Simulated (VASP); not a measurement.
# Al (P6/mmm) in VASP: a series of runs

Runs on Al. Level: PBE. Tasks: relaxation of cell and atoms.

Everything below comes from runs of VASP 6.6.1. Logs are shortened: lines on timing, memory, paths and dates and some standing lists are left out, and cuts for length are marked.

**1. The cell of the first run**

The structure is hexagonal, space group P6/mmm (No. 191). The conventional cell has a = 2.327 Å, b = 2.327 Å, c = 2.187 Å, α = 90.00°, β = 90.00°, γ = 120.00°. Al (site symmetry 6/mmm) has 8 Al at 2.19 to 2.33 Å within 2.9 Å.

**2. Relaxation of cell and atoms, PBE, target pressure 110 GPa, at which the enthalpy is minimised**

INCAR

```
SYSTEM = Al
PREC = Accurate ; ENCUT = 600
EDIFF = 1E-6 ; ISMEAR = -1
SIGMA = 0.05 ; LREAL = .FALSE.
LASPH = .TRUE. ; NELM = 60
ALGO = Normal ; ISIF = 3
LWAVE = .FALSE. ; LCHARG = .FALSE.
GGA = PE ; IBRION = 2
NSW = 60 ; EDIFFG = -0.005
PSTRESS = 1100.0
```

KPOINTS

```
Automatic mesh
0
G
  19 19 17
  0 0 0
```

POSCAR

```
Al
1.0
    2.3267770632      0.0000000000      0.0000000000
   -1.1633885316      2.0150480456      0.0000000000
    0.0000000000      0.0000000000      2.1871704394
Al
1
Direct
    0.0000000000      0.0000000000      0.0000000000
```

Potentials or basis: VASP PAW PBE potentials, release 64 (Al).

Started as:

```
> cat potpaw_PBE.64/Al/POTCAR > POTCAR
> mpirun -np 1 vasp_std > vasp.out
```

OUTCAR:

```text
SYSTEM = Al
   PREC = Accurate
   ENCUT = 600
   EDIFF = 1E-6
   ISMEAR = -1
   LREAL = .FALSE.
   LASPH = .TRUE.
   NELM = 60
   ISIF = 3
   GGA = PE
   IBRION = 2
   NSW = 60
   EDIFFG = -0.005
   PSTRESS = 1100.0

 ion  position               nearest neighbor table
   1  0.000  0.000  0.000-

  LATTYP: Found a hexagonal cell.
 ALAT       =     2.3267770632
 C/A-ratio  =     0.9400000000

  Lattice vectors:

 A1 = (   2.3267770632,   0.0000000000,   0.0000000000)
 A2 = (  -1.1633885316,   2.0150480456,   0.0000000000)
 A3 = (   0.0000000000,   0.0000000000,   2.1871704394)

Analysis of symmetry for initial positions (statically):
=====================================================================
 Subroutine PRICEL returns:
 Original cell was already a primitive cell.

 Routine SETGRP: Setting up the symmetry group for a
 hexagonal supercell.

 Subroutine GETGRP returns: Found 24 space group operations
 (whereof 24 operations were pure point group operations)
 out of a pool of 24 trial point group operations.

The static configuration has the point symmetry D_6h.

Analysis of symmetry for dynamics (positions and initial velocities):
=====================================================================
 Subroutine PRICEL returns:
 Original cell was already a primitive cell.

 Routine SETGRP: Setting up the symmetry group for a
 hexagonal supercell.

 Subroutine GETGRP returns: Found 24 space group operations
 (whereof 24 operations were pure point group operations)
 out of a pool of 24 trial point group operations.

The dynamic configuration has the point symmetry D_6h.

 Subroutine INISYM returns: Found 24 space group operations
 (whereof 24 operations are pure point group operations),
 and found     1 'primitive' translations

----------------------------------------------------------------------------------------

                                     Primitive cell

  volume of cell :      10.2547

  direct lattice vectors                    reciprocal lattice vectors
     2.326777063  0.000000000  0.000000000     0.429779035  0.248133041  0.000000000
    -1.163388532  2.015048046  0.000000000     0.000000000  0.496266083  0.000000000
     0.000000000  0.000000000  2.187170439     0.000000000  0.000000000  0.457211739

  length of vectors
     2.326777063  2.326777063  2.187170439     0.496266083  0.496266083  0.457211739

  position of ions in fractional coordinates (direct lattice)
     0.000000000  0.000000000  0.000000000

  ion indices of the primitive-cell ions
   primitive index   ion index
                 1           1

----------------------------------------------------------------------------------------

 KPOINTS: Automatic mesh

Automatic generation of k-mesh.
 Grid dimensions read from file:
 generate k-points for:   19   19   17

 Generating k-lattice:

  Cartesian coordinates                     Fractional coordinates (reciprocal lattice)
     0.022619949  0.013059634  0.000000000     0.052631579  0.000000000  0.000000000
     0.000000000  0.026119268  0.000000000     0.000000000  0.052631579  0.000000000
     0.000000000  0.000000000  0.026894808     0.000000000  0.000000000  0.058823529

  Length of vectors
     0.026119268  0.026119268  0.026894808

  Shift w.r.t. Gamma in fractional coordinates (k-lattice)
     0.000000000  0.000000000  0.000000000

 Subroutine IBZKPT returns following result:
 ===========================================

 Found    360 irreducible k-points:

 Following reciprocal coordinates:
            Coordinates               Weight
  0.000000  0.000000  0.000000      1.000000
  0.052632 -0.000000  0.000000      6.000000
  0.105263 -0.000000  0.000000      6.000000
  0.157895 -0.000000  0.000000      6.000000
  0.210526  0.000000  0.000000      6.000000
  0.263158  0.000000  0.000000      6.000000
[... 16 lines left out ...]
  0.263158  0.105263  0.000000     12.000000
  0.315789  0.105263  0.000000     12.000000
 [... further k-points ...]
   k-points           NKPTS =    360   k-points in BZ     NKDIM =    360   number of bands    NBANDS=      5
   number of dos      NEDOS =    301   number of ions     NIONS =      1
   total plane-waves  NPLWV =   7200
   dimension x,y,z NGX =    20 NGY =   20 NGZ =   18
   dimension x,y,z NGXF=    40 NGYF=   40 NGZF=   36
   ions per type =               1
   NGX,Y,Z   is equivalent  to a cutoff of  14.29, 14.29, 13.68 a.u.
   NGXF,Y,Z  is equivalent  to a cutoff of  28.58, 28.58, 27.36 a.u.
 SYSTEM =  Al
   PREC   = accura    normal or accurate (medium, high low for compatibility)
   ISTART =      0    job   : 0-new  1-cont  2-samecut
   ICHARG =      2    charge: 1-file 2-atom 10-const
   ISPIN  =      1    spin polarized calculation?
   LNONCOLLINEAR =      F non collinear calculations
   LSORBIT =      F    spin-orbit coupling
   LASPH  =      T    aspherical Exc in radial PAW
   ENCUT  =  600.0 eV  44.10 Ry    6.64 a.u.   4.65  4.65  4.37*2*pi/ulx,y,z
   NELM   =     60;   NELMIN=  2; NELMDL= -5     # of ELM steps
   EDIFF  = 0.1E-05   stopping-criterion for ELM
   LREAL  =      F    real-space projection
   EDIFFG = -.5E-02   stopping-criterion for IOM
   NSW    =     60    number of steps for IOM
   IBRION =      2    ionic relax: 0-MD 1-quasi-New 2-CG
   NFREE  =      1    steps in history (QN), initial steepest desc. (CG)
   ISIF   =      3    stress and relaxation
   ISYM   =      2    0-nonsym 1-usesym 2-fastsym
   POTIM  = 0.5000    time-step for ionic-motion
   TEBEG  =    0.0;   TEEND  =   0.0 temperature during run
   PSTRESS= 1100.0 pullay stress
   NELECT =       3.0000    total number of electrons
   NUPDOWN=      -1.0000    fix difference up-down
   EMIN   =  10.00;   EMAX   =-10.00  energy-range for DOS
   EFERMI =   0.00;   METHOD = LEGACY
   ISMEAR =    -1;   SIGMA  =   0.05  broadening in eV -4-tet -1-fermi 0-gaus
   EFERMI_NEDOS =   21; number of points for ismear=-14 and -15
   IALGO  =     38    algorithm
   IMIX   =      4    mixing-type and parameters
     AMIX     =   0.40;   BMIX     =  1.00
     AMIX_MAG =   1.60;   BMIX_MAG =  1.00
  volume/ion in A,a.u.               =      10.25        69.20
  Fermi-wavevector in a.u.,A,eV,Ry     =   1.086778  2.053713 16.069667  1.181087
  Thomas-Fermi vector in A             =   2.222923
   LORBIT       =      0    0 simple, 1 ext, 2 COOP (PROOUT), +10 PAW based schemes
   GGA     = PE    functional components
   LHFCALC =     F    Hartree Fock is set to
   AEXX    =    0.0000 exact exchange contribution
   IVDW    =     0    specifies the selected vdW correction
   LEPSILON=     F    determine dielectric tensor
   LRPA    =     F    only Hartree local field effects (RPA)
 conjugate gradient relaxation of ions
 non-spin polarized calculation
  energy-cutoff  :      600.00
  volume of cell :       10.25
 maximum number of plane-waves:       357
 NGX is ok and might be reduce to    20

--------------------------------------- Ionic step        1  -------------------------------------------

 number of electron       3.0000000 magnetization

 Free energy of the ion-electron system (eV)
  ---------------------------------------------------
  ext. energy  EPLUGINS =         0.00000000
  ---------------------------------------------------
  free energy    TOTEN  =        -1.38085594 eV

  energy without entropy =       -1.37744261  energy(sigma->0) =       -1.37914928

------------------------ aborting loop because EDIFF is reached ----------------------------------------

  FORCE on cell =-STRESS in cart. coord.  units (eV):
  Direction    XX          YY          ZZ          XY          YZ          ZX
  --------------------------------------------------------------------------------------
  -------------------------------------------------------------------------------------
  Total        7.4873351      7.4873351      9.8325182      0.0000000     -0.0000000      0.0000000
  in kB     1169.8092295   1169.8092294   1536.2168894      0.0000000     -0.0000000      0.0000000
  external PRESSURE =     191.9451161 kB  Pullay stress =    1100.0000000 kB
[... 281 lines left out ...]
  enthalpy is  TOTEN    =         5.5992449343 eV   P V=        7.3803178840

--------------------------------------- Ionic step        9  -------------------------------------------

 number of electron       3.0000000 magnetization

 Free energy of the ion-electron system (eV)
  ---------------------------------------------------
  ext. energy  EPLUGINS =         0.00000000
  ---------------------------------------------------
  free energy    TOTEN  =        -1.78311150 eV

  energy without entropy =       -1.78037765  energy(sigma->0) =       -1.78174457

 E-fermi :  13.1085     XC(G=0): -11.8423

 val. band max:       13.0865306664   @ k =   0.3684   0.0526   0.4118
 cond. band min:      13.1103950859   @ k =   0.1053   0.1053   0.2941
 fundamental gap:      0.0238644195
 Fermi energy:        13.1084726786

 k-point     1 :       0.0000    0.0000    0.0000
  band No.  band energies     occupation
      1      -1.1301      2.00000
      2      22.0935      0.00000
      3      25.8089      0.00000
      4      29.2216      0.00000
      5      29.2216      0.00000

 k-point     2 :       0.0526   -0.0000    0.0000
  band No.  band energies     occupation
      1      -1.0299      2.00000
      2      22.0808      0.00000
      3      25.8787      0.00000
      4      27.7930      0.00000
      5      28.8747      0.00000
[... 169 lines left out ...]
 k-point    24 :       0.3158    0.1053    0.0000
  band No.  band energies     occupation
      1       3.9161      2.00000
      2      12.7181      1.99919
      3      19.4457      0.00000
      4      27.7218      0.00000
      5      29.3945      0.00000

 [... further k-points ...]
[... 5 lines left out ...]
  --------------------------------------------------------------------------------------
  -------------------------------------------------------------------------------------
  Total        7.3820540      7.3820540      7.3844596      0.0000000     -0.0000000      0.0000000
  in kB     1099.9551814   1099.9551813   1100.3136310      0.0000000     -0.0000000      0.0000000
  external PRESSURE =       0.0746646 kB  Pullay stress =    1100.0000000 kB
[... 16 lines left out ...]
  FREE ENERGIE OF THE ION-ELECTRON SYSTEM (eV)
  ---------------------------------------------------
  free  energy   TOTEN  =        -1.7831115025 eV

  energy  without entropy=       -1.7803776454  energy(sigma->0) =       -1.78174457

  enthalpy is  TOTEN    =         5.5992432641 eV   P V=        7.3823547665

 reached required accuracy - stopping structural energy minimisation
```

It took 31 s on 1 thread of Intel Xeon 6975P-C (Granite Rapids), shared host; peak memory 0.13 GiB.

Results:

```yaml
Free_energy: -1.7831 eV
Relaxed_volume: 10.75 Å³/atom
Relaxed_cell: a = 2.332 Å, b = 2.332 Å, c = 2.283 Å, α = 90.00°, β = 90.00°, γ = 120.00°
Space_group_after_relaxing_to_0.05_Å: P6/mmm (No. 191)
Energy_change_on_relaxing_the_enthalpy_is_what_falls: -402.3 meV/atom
Ionic_steps: 9
Pressure_after_relaxing: 110.0 GPa
```

The path:
```tsv
step	energy change (eV)	largest force (eV/Å)	pressure (GPa)	volume (Å³)
1	0.0000	0.0000	129.19	10.25
2	-1.1172	0.0000	70.85	12.14
3	-0.4769	0.0000	105.70	10.86
4	-0.4471	0.0000	107.19	10.82
5	-0.3023	0.0000	115.97	10.62
6	-0.4030	0.0000	109.98	10.75
7	-0.4039	0.0000	109.92	10.75
8	-0.4002	0.0000	110.10	10.75
9	-0.4023	0.0000	110.01	10.75
```

Final structure:
```
CELL_PARAMETERS angstrom
2.33217 0.00000 0.00000
-1.16609 2.01972 0.00000
0.00000 0.00000 2.28276
ATOMIC_POSITIONS crystal
Al 0.00000 0.00000 0.00000
```

Levels at points of the mesh, in eV from the Fermi level:
```csv
k point,band 1,band 2,band 3,band 4,band 5
"(0.00, 0.00, 0.00)",-14.24,8.99,12.70,16.11,16.11
```

Caveat: the cell is relaxed towards a set pressure, so the enthalpy falls and the energy may rise.

**3. Relaxation of cell and atoms, PBE, target pressure 110 GPa, at which the enthalpy is minimised**

This run uses another cell than the first one, of 10.74 Å³/atom, 1.048 times its volume.

INCAR

```
SYSTEM = Al
PREC = Accurate
ENCUT = 600
EDIFF = 1E-6
ISMEAR = -1
SIGMA = 0.05
LREAL = .FALSE.
LASPH = .TRUE.
NELM = 100
ALGO = Normal
ISIF = 3
LWAVE = .FALSE.
LCHARG = .FALSE.
GGA = PE
IBRION = 2
NSW = 32
EDIFFG = -0.005
PSTRESS = 1100.0
```

KPOINTS

```
regular mesh
0
G
  19 19 17
  0 0 0
```

POSCAR

```
Al
1.0
    2.3314870980      0.0000000000      0.0000000000
   -1.1657435490      2.0191270555      0.0000000000
    0.0000000000      0.0000000000      2.2820466386
Al
1
Direct
    0.0000000000      0.0000000000      0.0000000000
```

Potentials or basis: VASP PAW PBE potentials, release 64 (Al).

Started as:

```
> cat potpaw_PBE.64/Al/POTCAR > POTCAR
> mpirun -np 1 vasp_std > vasp.out
```

It took 12 s on 1 thread of Intel Xeon 6975P-C (Granite Rapids), shared host; peak memory 0.13 GiB.

The run converged. Its results:

```yaml
Free_energy: -1.7832 eV
Relaxed_volume: 10.75 Å³/atom
Relaxed_cell: a = 2.332 Å, b = 2.332 Å, c = 2.283 Å, α = 90.00°, β = 90.00°, γ = 120.00°
Space_group_after_relaxing_to_0.05_Å: P6/mmm (No. 191)
Energy_change_on_relaxing_the_enthalpy_is_what_falls: -6.7 meV/atom
Ionic_steps: 3
Pressure_after_relaxing: 110.0 GPa
```

Step by step:
| step | energy change (eV) | largest force (eV/Å) | pressure (GPa) | volume (Å³) |
| --- | --- | --- | --- | --- |
| 1 | 0.0000 | 0.0000 | 110.37 | 10.74 |
| 2 | -0.0266 | 0.0000 | 108.91 | 10.78 |
| 3 | -0.0067 | 0.0000 | 109.99 | 10.75 |

Final structure:
```yaml
crystal:
  lattice:
    - [2.33221, 0.00000, 0.00000]
    - [-1.16611, 2.01975, 0.00000]
    - [0.00000, 0.00000, 2.28271]
  atoms:
    - { symbol: Al, position: [0.00000, 0.00000, 0.00000] }
```

Levels at points of the mesh, in eV from the Fermi level:
```csv
k point,band 1,band 2,band 3,band 4
"(0.00, 0.00, 0.00)",-14.24,8.99,12.70,16.11
```

Caveat: the cell is relaxed towards a set pressure, so the enthalpy falls and the energy may rise.

**4. Relaxation of cell and atoms, PBE, target pressure 110 GPa, at which the enthalpy is minimised**

This run uses another cell than the first one: it holds 3 atoms, not 1.

INCAR

```
SYSTEM = Al
  ALGO = Normal
  EDIFF = 1E-6
  EDIFFG = -0.005
  ENCUT = 600
  GGA = PE
  IBRION = 2
  ISIF = 3
  ISMEAR = -1
  LASPH = .True.
  LCHARG = .False.
  LREAL = .False.
  LWAVE = .False.
  NELM = 60
  NSW = 60
  PREC = Accurate
  PSTRESS = 1100.0
  SIGMA = 0.05
```

KPOINTS

```
k-points
0
Gamma
  10 10 13
  0 0 0
```

POSCAR

```
Al
1.0
    3.8362538560      0.0000000000      0.0000000000
   -1.9181269280      3.3222932946      0.0000000000
    0.0000000000      0.0000000000      2.3784773907
Al
3
Direct
    0.0000000000      0.0000000000      0.0000000000
    0.3333333333      0.6666666667      0.5000000000
    0.6666666667      0.3333333333      0.5000000000
```

Started as:

```
> cat potpaw_PBE.64/Al/POTCAR > POTCAR
> mpirun -np 1 vasp_std > vasp.out
```

Run time: 38 s. Hardware: 1 thread of Intel Xeon 6975P-C (Granite Rapids), shared host; peak memory 0.16 GiB.

It converged, with:

| Item | Value |
| --- | --- |
| Free energy | -6.3001 eV |
| Relaxed volume | 10.11 Å³/atom |
| Relaxed cell | a = 3.876 Å, b = 3.876 Å, c = 2.332 Å, α = 90.00°, β = 90.00°, γ = 120.00° |
| Space group after relaxing (to 0.05 Å) | P6/mmm (No. 191) |
| Energy change on relaxing (the enthalpy is what falls) | -19.2 meV/atom |
| Ionic steps | 9 |
| Pressure after relaxing | 110.0 GPa |

The path:
```
step  energy change (eV)  largest force (eV/Å)  pressure (GPa)  volume (Å³)
   1              0.0000                0.0000          110.93        30.31
   2             -0.1500                0.0000          107.33        30.54
   3             -0.1223                0.0000          108.65        30.44
   4             -0.1239                0.0000          108.62        30.44
   5              0.1099                0.0000          113.43        30.10
   6             -0.0595                0.0000          109.95        30.34
   7             -0.0608                0.0000          109.92        30.35
   8             -0.0545                0.0000          110.06        30.34
   9             -0.0577                0.0000          109.99        30.34
```

Final structure:
```cif
data_structure
_symmetry_space_group_name_H-M 'P 1'
_symmetry_Int_Tables_number 1
_cell_length_a 3.8759
_cell_length_b 3.8759
_cell_length_c 2.3321
_cell_angle_alpha 90.000
_cell_angle_beta 90.000
_cell_angle_gamma 120.000
_cell_volume 30.34
loop_
_atom_site_label
_atom_site_type_symbol
_atom_site_fract_x
_atom_site_fract_y
_atom_site_fract_z
_atom_site_occupancy
Al1 Al 0.00000 0.00000 0.00000 1
Al2 Al 0.33333 0.66667 0.50000 1
Al3 Al 0.66667 0.33333 0.50000 1
```

Levels at points of the mesh, in eV from the Fermi level:
| k point | band 1 | band 2 | band 3 | band 4 | band 5 | band 6 | band 7 | band 8 |
| --- | --- | --- | --- | --- | --- | --- | --- | --- |
| (0.00, 0.00, 0.00) | -14.86 | -3.47 | -3.47 | -3.41 | -3.41 | -0.34 | 0.06 | 10.76 |
| (0.50, 0.00, 0.00) | -11.66 | -11.64 | -6.27 | -4.61 | 5.13 | 5.38 | 6.93 | 7.32 |

Caveat: the cell is relaxed towards a set pressure, so the enthalpy falls and the energy may rise.

**5. Relaxation of cell and atoms, PBE, target pressure 110 GPa, at which the enthalpy is minimised**

This run uses another cell than the first one: it holds 3 atoms, not 1.

INCAR

```
ALGO = Normal ; EDIFF = 1E-6
EDIFFG = -0.005 ; ENCUT = 600
GGA = PE ; IBRION = 2
ISIF = 3 ; ISMEAR = -1
LASPH = T ; LCHARG = F
LREAL = F ; LWAVE = F
NELM = 100 ; NSW = 32
PREC = Accurate ; PSTRESS = 1100.0
SIGMA = 0.05
```

KPOINTS

```
k-points
0
Gamma
  10 10 13
```

POSCAR

```
Al
1.0
    3.8750470548      0.0000000000      0.0000000000
   -1.9375235274      3.3558891904      0.0000000000
    0.0000000000      0.0000000000      2.3316530029
Al
3
Direct
    0.0000000000      0.0000000000      0.0000000000
    0.3333333333      0.6666666667      0.5000000000
    0.6666666667      0.3333333333      0.5000000000
```

Started as:

```
> cat potpaw_PBE.64/Al/POTCAR > POTCAR
> mpirun -np 1 vasp_std > vasp.out
```

It took 16 s on 1 thread of Intel Xeon 6975P-C (Granite Rapids), shared host; peak memory 0.15 GiB.

Results (log left out):

```yaml
Free_energy: -6.2988 eV
Relaxed_volume: 10.11 Å³/atom
Relaxed_cell: a = 3.876 Å, b = 3.876 Å, c = 2.332 Å, α = 90.00°, β = 90.00°, γ = 120.00°
Space_group_after_relaxing_to_0.05_Å: P6/mmm (No. 191)
Energy_change_on_relaxing_the_enthalpy_is_what_falls: -4.1 meV/atom
Ionic_steps: 3
Pressure_after_relaxing: 110.0 GPa
```

Step by step:
```csv
step,energy change (eV),largest force (eV/Å),pressure (GPa),volume (Å³)
1,0.0000,0.0000,110.27,30.32
2,-0.0504,0.0000,109.22,30.39
3,-0.0122,0.0000,110.01,30.34
```

Final structure:
```
CELL_PARAMETERS angstrom
3.87582 0.00000 0.00000
-1.93791 3.35656 0.00000
0.00000 0.00000 2.33208
ATOMIC_POSITIONS crystal
Al 0.00000 0.00000 0.00000
Al 0.33333 0.66667 0.50000
Al 0.66667 0.33333 0.50000
```

Levels at points of the mesh, in eV from the Fermi level:
```
           k point  band 2  band 3  band 4  band 5  band 6  band 7
(0.00, 0.00, 0.00)   -3.47   -3.47   -3.41   -3.41   -0.34    0.06
(0.50, 0.00, 0.00)  -11.64   -6.27   -4.61    5.13    5.38    6.94
```

Caveat: the cell is relaxed towards a set pressure, so the enthalpy falls and the energy may rise.

**6. Summary**

| cell | k mesh | gap on the mesh (eV) | pressure (GPa) |
| --- | --- | --- | --- |
| relaxed to 110 GPa from a = 2.327, b = 2.327, c = 2.187 Å, angles 90.0, 90.0, 120.0°, 1 atom | 19 × 19 × 17 | none | 110.0 |
| relaxed to 110 GPa from a = 2.331, b = 2.331, c = 2.282 Å, angles 90.0, 90.0, 120.0°, 1 atom | 19 × 19 × 17 | none | 110.0 |
| relaxed to 110 GPa from a = 3.836, b = 3.836, c = 2.378 Å, angles 90.0, 90.0, 120.0°, 3 atoms | 10 × 10 × 13 | none | 110.0 |
| relaxed to 110 GPa from a = 3.875, b = 3.875, c = 2.332 Å, angles 90.0, 90.0, 120.0°, 3 atoms | 10 × 10 × 13 | none | 110.0 |

Alike in all rows: task relaxation of cell and atoms; level PBE; potentials or basis VASP PAW PBE potentials, release 64 (Al); no spin polarisation; cutoff (eV) 600; smearing fermi-dirac 0.05 eV.

Caveats: the cell is relaxed towards a set pressure, so the enthalpy falls and the energy may rise.

Absolute energies hang on the potentials; compare differences alone.
